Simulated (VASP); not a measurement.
A run of VASP 6.6.1:

The input INCAR:

```
  PREC = Accurate
  ENCUT = 520
  EDIFF = 1E-6
  ISMEAR = -1
  SIGMA = 0.05
  LREAL = F
  LASPH = T
  NELM = 100
  ALGO = Normal
  ISIF = 2
  LWAVE = F
  LCHARG = F
  GGA = PE
  IBRION = 2
  NSW = 80
  EDIFFG = -0.02
```

File KPOINTS:

```
Automatic mesh
0
Gamma
  13 13 13
```

Contents of POSCAR:

```
HgTe
1.0
    0.0000000000      3.2867219331      3.2867219331
    3.2867219331      0.0000000000      3.2867219331
    3.2867219331      3.2867219331      0.0000000000
Hg Te
1 1
Direct
    0.0000000000      0.0000000000      0.0000000000
    0.2500000000      0.2500000000      0.2500000000
```

Potentials or basis: VASP PAW PBE potentials, release 64 (Hg, Te).

Command:

```sh
$ cat potpaw_PBE.64/Hg/POTCAR potpaw_PBE.64/Te/POTCAR > POTCAR
$ mpirun -np 1 vasp_std > vasp.out
```

Hardware: 1 thread of AMD EPYC 7R13, with other jobs on the host.

**Question.** Estimate the wall time of this run.

**Answer.** Wall time 2.2 min on 1 thread of AMD EPYC 7R13, on a shared host, peak memory 0.23 GiB. Counts: scf iterations 13, k points 84, ion steps 1.
